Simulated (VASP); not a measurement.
Here is a VASP 6.6.1 calculation.

POSCAR

```
TaN
1.0
    4.9498855714      0.0000000000      0.0000000000
   -2.4749427857      4.2867266507      0.0000000000
    0.0000000000      0.0000000000      2.7979580411
Ta N
3 3
Direct
    0.3333333333      0.6666666667      0.5000000000
    0.6666666667      0.3333333333      0.5000000000
    0.0000000000      0.0000000000      0.0000000000
    0.3980510196      0.0000000000      0.0000000000
    0.6019489804      0.6019489804      0.0000000000
    0.0000000000      0.3980510196      0.0000000000
```

File INCAR.step1:

```
  PREC = Accurate
  ENCUT = 520
  ISMEAR = 0
  SIGMA = 0.1
  LREAL = False
  LASPH = True
  NELM = 100
  NBANDS = 33
  GGA = PE
  ALGO = Normal
  EDIFF = 1E-4
  LWAVE = True
  LCHARG = False
```

Contents of INCAR.step2:

```
  PREC = Accurate
  ENCUT = 520
  EDIFF = 1E-6
  ISMEAR = 0
  SIGMA = 0.1
  LREAL = False
  LASPH = True
  NELM = 100
  ALGO = Normal
  ISIF = 2
  LWAVE = False
  LCHARG = False
  METAGGA = R2SCAN
  LMIXTAU = True
  NBANDS = 33
  ISTART = 1
```

Contents of KPOINTS:

```
Automatic mesh
0
Gamma
  12 12 12
```

Potentials or basis: VASP PAW PBE potentials, release 64 (Ta_pv, N).

Command:

```bash
$ cat potpaw_PBE.64/Ta_pv/POTCAR potpaw_PBE.64/N/POTCAR > POTCAR
$ cp INCAR.step1 INCAR
$ mpirun -np 1 vasp_std > vasp.out
$ cp INCAR.step2 INCAR
$ mpirun -np 1 vasp_std > vasp.out
```

Question: What does it give for the largest force?

Answer: 0.016 eV/Å.

Question: Estimate the band gap on the k mesh.

Answer: Zero (band 24 reaches 12.02 eV, above the bottom of band 25 at 8.30 eV).

Question: Estimate the pressure.

Answer: 63.0 GPa.

Forces on the atoms (eV/Å):
```
Ta   0.000  0.000  0.000
Ta   0.000  0.000  0.000
Ta   0.000  0.000  0.000
N    0.016  0.000  0.000
N   -0.008 -0.014  0.000
N   -0.008  0.014  0.000
```

Caveat: the PAW data sets were made with another functional, which shifts forces and pressure a little; spin-orbit coupling is left out, which moves the levels of the heavy elements.
